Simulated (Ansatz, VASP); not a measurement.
In: VASP beside Ansatz

```
In
1.0
    -1.88253    1.88253    1.88253
     1.88253   -1.88253    1.88253
     1.88253    1.88253   -1.88253
In
1
Cartesian
  0.0000 0.0000 0.0000
```

Alike in both runs: functional HSE06; k mesh 5 × 5 × 5; occupations fermi-dirac, width 0.05 eV; no spin polarisation.

|  | VASP | Ansatz |
| --- | --- | --- |
| version | VASP 6.6.1 | Ansatz 0.2.0 |
| potentials or method | VASP PAW PBE potentials, release 64 (In_d) | Ansatz PAW |
| plane-wave cutoff (eV) | 520 | 420 |
| valence electrons in the cell | 13 | 13 |
| task | single point | band structure |

|  | VASP | Ansatz | Ansatz less VASP |
| --- | --- | --- | --- |
| gap on the k mesh at the Fermi level (eV) | none | none | - |
| pressure (GPa) | -0.4 | -0.4 | +0.03 |

A gap of «none» marks a metal or a gap that the smearing closes.

The k mesh is coarse, so the values compare programs but aren't converged.
